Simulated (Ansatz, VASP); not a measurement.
**Two plane-wave programs on Ta2N**

```
CELL_PARAMETERS angstrom
5.29657 0.00000 0.00000
-2.64829 4.58697 0.00000
0.00000 0.00000 4.93918
ATOMIC_POSITIONS crystal
Ta 0.66636 0.66636 0.75362
Ta 0.00000 0.33364 0.75362
Ta 0.33364 0.00000 0.75362
Ta 0.33364 0.33364 0.24638
Ta 0.00000 0.66636 0.24638
Ta 0.66636 0.00000 0.24638
N 0.66667 0.33333 0.50000
N 0.33333 0.66667 0.50000
N 0.00000 0.00000 0.00000
```

Alike in both runs: task single point; functional LDA; k mesh 6 × 6 × 4; occupations gaussian, width 0.1 eV; no spin polarisation.

|  | VASP | Ansatz |
| --- | --- | --- |
| version | VASP 6.6.1 | Ansatz 0.2.0 |
| potentials or method | VASP PAW LDA potentials, release 64 (Ta_pv, N), cutoff 520 eV | scalar-relativistic, plane waves, PAW |
| valence electrons in the cell | 81 | 93 |

VASP gave:

- gap on the k mesh at the Fermi level (eV): none
- pressure (GPa): -9.7
- traceless stress, the component that is largest in VASP (GPa): -0.25
- rms of the force components (eV/Å): 0.068

Question: Estimate Ansatz's values.

Answer: gap on the k mesh at the Fermi level (eV): none; pressure (GPa): -11.1; traceless stress, the component that is largest in VASP (GPa): -0.25; rms of the force components (eV/Å): 0.073.

Ansatz warns that its potentials were made for another functional, while VASP's fit it. LDA's correlation is that of Perdew and Zunger in VASP and of Perdew and Wang (1992) in Ansatz. Atom by atom the forces differ by 0.006 eV/Å (rms over components). A gap of «none» marks a metal or a gap that the smearing closes. VASP's potentials hold 81 valence electrons a cell and Ansatz's 93, so a difference there can come from the potentials and not from the codes.

Neither program's run includes spin-orbit coupling.
